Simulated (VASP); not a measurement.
Here is a VASP 6.6.1 calculation.

File INCAR:

```
SYSTEM = BW5
PREC = Accurate ; ENCUT = 600
EDIFF = 1E-6 ; ISMEAR = 0
SIGMA = 0.1 ; LREAL = .FALSE.
LASPH = .TRUE. ; NELM = 100
ALGO = Normal ; ISIF = 3
LWAVE = .FALSE. ; LCHARG = .FALSE.
GGA = PE ; IBRION = 2
NSW = 100 ; EDIFFG = -0.01
```

File KPOINTS:

```
Automatic mesh
0
G
  12 12 8
  0 0 0
```

POSCAR

```
BW5
1.0
    5.0290020488      0.0000000000      0.0000000000
   -2.5145010244      4.3552435300      0.0000000000
    0.0000000000      0.0000000000      4.8318967301
B W
1 5
Direct
    0.0000000000      0.0000000000      0.0000000000
    0.3333333333      0.6666666667      0.0000000000
    0.6666666667      0.3333333333      0.0000000000
    0.5000000000      0.0000000000      0.5000000000
    0.5000000000      0.5000000000      0.5000000000
    0.0000000000      0.5000000000      0.5000000000
```

Potentials or basis: VASP PAW PBE potentials, release 64 (B, W_sv).

Launch:

```sh
$ cat potpaw_PBE.64/B/POTCAR potpaw_PBE.64/W_sv/POTCAR > POTCAR
$ mpirun -np 1 vasp_std > vasp.out
```

Task: Predict the relaxed cell.

Result: a = 5.010 Å, b = 5.010 Å, c = 4.877 Å, α = 90.00°, β = 90.00°, γ = 120.00°.

Task: Predict the band gap on the k mesh.

Result: Zero (an odd number of electrons rules out a gap without spin polarisation).

Task: What does it give for the space group after relaxing (to 0.1 Å)?

Result: P6/mmm (No. 191).

Step by step:
| step | energy change (eV) | largest force (eV/Å) | pressure (GPa) | volume (Å³) |
| --- | --- | --- | --- | --- |
| 1 | 0.0000 | 0.0000 | 0.49 | 105.83 |
| 2 | -0.0007 | 0.0000 | -1.17 | 106.66 |
| 3 | -0.0017 | 0.0000 | -0.46 | 106.30 |
| 4 | -0.0038 | 0.0000 | -0.19 | 106.13 |
| 5 | -0.0040 | 0.0000 | -0.08 | 106.06 |
| 6 | -0.0040 | 0.0000 | -0.08 | 106.06 |
| 7 | -0.0040 | 0.0000 | 0.12 | 105.96 |
| 8 | -0.0040 | 0.0000 | 0.00 | 106.02 |

Caveat: spin-orbit coupling is left out, which moves the levels of the heavy elements.
